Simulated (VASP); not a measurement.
Set up this calculation in VASP 6.6.1, as the native input.

| Item | Value |
| --- | --- |
| Task | single point |
| Functional | LDA |
| Potentials or basis | VASP PAW LDA potentials, release 64 (Li_sv, H, F) |
| Cutoff | 520 eV |
| k mesh | 9 × 9 × 9 |
| Occupations | gaussian, width 0.05 eV |
| Spin | no spin polarisation |
| Dipole correction | no |
| Further INCAR settings | ALGO = Normal; EDIFF = 1e-06; NBANDS = 17 |

The structure of LiHF2 lies in POSCAR:

```
LiHF2
1.0
    1.4427881604      0.8329941328      4.5460915858
   -1.4427881604      0.8329941328      4.5460915858
    0.0000000000     -1.6659882656      4.5460915858
Li H F
1 1 2
Direct
    0.0000000000      0.0000000000      0.0000000000
    0.5000000000      0.5000000000      0.5000000000
    0.4125119035      0.4125119035      0.4125119035
    0.5874880965      0.5874880965      0.5874880965
```

This cell differs from its parent crystal: strain +0.0500 x Voigt [0, 0, 1, 0, 0, 0].

The input as run:

INCAR

```
SYSTEM = LiHF2
PREC = Accurate ; ENCUT = 520
EDIFF = 1E-6 ; ISMEAR = 0
SIGMA = 0.05 ; LREAL = .FALSE.
LASPH = .TRUE. ; NELM = 60
ALGO = Normal ; ISIF = 2
LWAVE = .FALSE. ; LCHARG = .TRUE.
GGA = CA ; LELF = .TRUE.
LVHAR = .TRUE. ; NBANDS = 17
```

KPOINTS

```
regular mesh
0
G
  9 9 9
  0 0 0
```

Potentials or basis: VASP PAW LDA potentials, release 64 (Li_sv, H, F).

The run is started by

```bash
$ cat potpaw_LDA.64/Li_sv/POTCAR potpaw_LDA.64/H/POTCAR potpaw_LDA.64/F/POTCAR > POTCAR
$ mpirun -np 1 vasp_std > vasp.out
```

Results of the run:

| Item | Value |
| --- | --- |
| Largest force | 0.927 eV/Å |
| Band gap on the k mesh | 7.69 eV, indirect (least direct gap 7.86 eV) |

Caveat: the cell differs from its parent crystal (strain +0.0500 x Voigt [0, 0, 1, 0, 0, 0]).

Wall time 30 s on 1 thread of Intel(R) Xeon(R) 6975P-C (Granite Rapids), on a shared host, peak memory 0.18 GiB.
